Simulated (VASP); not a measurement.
Input of a VASP 6.6.1 run:

INCAR

```
SYSTEM = As
PREC = Accurate
ENCUT = 600
EDIFF = 1E-6
ISMEAR = -1
SIGMA = 0.05
LREAL = .FALSE.
LASPH = .TRUE.
NELM = 120
ALGO = Normal
ISIF = 2
LWAVE = .FALSE.
LCHARG = .FALSE.
NBANDS = 22
GGA_COMPAT = .FALSE.
```

The input KPOINTS:

```
Automatic mesh
0
G
  9 9 9
  0 0 0
```

The input POSCAR:

```
As
1.0
    1.8424025153      1.0637115881      3.4423263150
   -1.8424025153      1.0637115881      3.4423263150
    0.0000000000     -2.1274231763      3.4423263150
As
2
Direct
    0.2260000000      0.2260000000      0.2260000000
    0.7740000000      0.7740000000      0.7740000000
```

Potentials or basis: VASP PAW LDA potentials, release 64 (As_d).

Run with:

```sh
$ cat potpaw_LDA.64/As_d/POTCAR > POTCAR
$ mpirun -np 1 vasp_std > vasp.out
```

**Question.** What does it give for the band gap on the k mesh?

**Answer.** Zero (band 15 reaches 4.43 eV, above the bottom of band 16 at 4.28 eV).

**Question.** What does it give for the pressure?

**Answer.** 4.0 GPa.

**Question.** What does it give for the largest force?

**Answer.** 0.739 eV/Å.

Stress tensor (GPa, compression positive):
```
4.84 0.00 0.00
0.00 4.84 0.00
0.00 0.00 2.29
```
